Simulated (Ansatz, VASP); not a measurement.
**One calculation of H, two programs**

```
H
1.0
     5.55857    0.00000    0.00000
     0.00000   11.26960    0.00000
     0.00000    0.00000    4.34462
H
16
Cartesian
  3.1416 8.4522 1.8498
  0.3623 8.4522 0.3225
  2.4170 2.8174 2.4948
  5.1963 2.8174 4.0221
  3.6552 8.4522 2.3974
  0.8759 8.4522 -0.2251
  1.9033 2.8174 1.9472
  4.6826 2.8174 4.5697
  2.5214 11.2362 0.2709
  5.3006 5.6682 1.9014
  3.0372 5.6014 4.0737
  0.2579 0.0334 2.4432
  3.0372 0.0334 4.0737
  0.2579 5.6014 2.4432
  2.5214 5.6682 0.2709
  5.3006 11.2362 1.9014
```

Alike in both runs: functional PBE; k mesh 4 × 2 × 6; occupations gaussian, width 0.02 eV; no spin polarisation.

Ansatz relaxed the structure, and its values are those at the end. VASP's run is a single point on that final structure, the one shown.

|  | VASP | Ansatz |
| --- | --- | --- |
| version | VASP 6.6.1 | Ansatz 0.2.0 |
| potentials or method | VASP PAW PBE potentials, release 64 (H), cutoff 520 eV | scalar-relativistic, plane waves, PAW |
| valence electrons in the cell | 16 | 16 |

Ansatz gave:

- gap on the k mesh at the Fermi level (eV): 9.29
- least direct gap on the mesh (eV): 9.53
- pressure (GPa): 0.0
- rms of the force components (eV/Å): 0.002

Question: Which values does VASP return?

Answer: gap on the k mesh at the Fermi level (eV): 9.29; least direct gap on the mesh (eV): 9.53; pressure (GPa): -0.2; rms of the force components (eV/Å): 0.007.

The functional is the same, so the differences come from potentials, cutoffs and numerics.
